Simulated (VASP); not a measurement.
TiAl3: single point with PBE

The system is TiAl3.

```xyz
4
Lattice="2.8397 0.0000 0.0000 0.0000 4.6813 0.0000 0.0000 0.0000 4.9007" Properties=species:S:1:pos:R:3 pbc="T T T"
Ti    0.0000    2.3406    0.8131
Al    1.4198    2.3406    3.2701
Al    1.4198    0.0000    1.6217
Al    0.0000    0.0000    4.0965
```

* Program: VASP 6.6.1
* Task: single point
* Functional: PBE
* Potentials or basis: VASP PAW PBE potentials, release 64 (Ti_sv, Al)
* Cutoff: 520 eV
* k mesh: 16 × 10 × 10
* Occupations: gaussian, width 0.1 eV
* Spin: no spin polarisation

```json
{"Pressure": "-0.1 GPa", "Largest force": "0.047 eV/Å", "Band gap on the k mesh": "zero (an odd number of electrons rules out a gap without spin polarisation)"}
```

Forces on the atoms (eV/Å):
```
Ti   0.000  0.000 -0.047
Al   0.000  0.000  0.000
Al   0.000  0.000  0.036
Al   0.000  0.000  0.011
```

Stress tensor (GPa, compression positive):
```
-1.29  0.00  0.00
 0.00  0.49  0.00
 0.00  0.00  0.53
```

Levels at points of the mesh, in eV from the Fermi level:
```
           k point  band 7  band 8  band 9  band 10  band 11  band 12  band 13  band 14  band 15  band 16
(0.00, 0.00, 0.00)   -3.82   -3.48   -2.62    -0.76    -0.37     2.35     2.41     2.72     2.81     3.07
(0.50, 0.00, 0.00)   -2.13   -1.94   -1.72     0.37     0.60     0.75     1.39     1.53     2.24     2.64
(0.00, 0.50, 0.00)   -3.48   -3.10   -2.00    -1.47    -0.13     2.25     2.36     2.66     3.11     4.69
(0.50, 0.50, 0.00)   -3.65   -3.32   -1.65    -0.47    -0.30     0.79     1.15     1.34     3.41     3.84
(0.00, 0.00, 0.50)   -3.38   -2.23   -2.09    -1.05    -0.27     2.24     2.27     2.42     3.24     4.08
(0.50, 0.00, 0.50)   -3.83   -3.45   -1.29    -0.17    -0.10     0.59     1.21     1.95     3.27     3.69
(0.00, 0.50, 0.50)   -7.02   -4.78   -0.15    -0.01     0.77     2.27     2.28     3.72     5.00     5.25
(0.50, 0.50, 0.50)   -3.49   -3.24   -2.77    -2.76    -0.78    -0.18     1.04     2.07     2.35     2.55
```

It took 17 min on 1 thread of Intel Xeon 8259CL, on a shared host, peak memory 0.46 GiB.
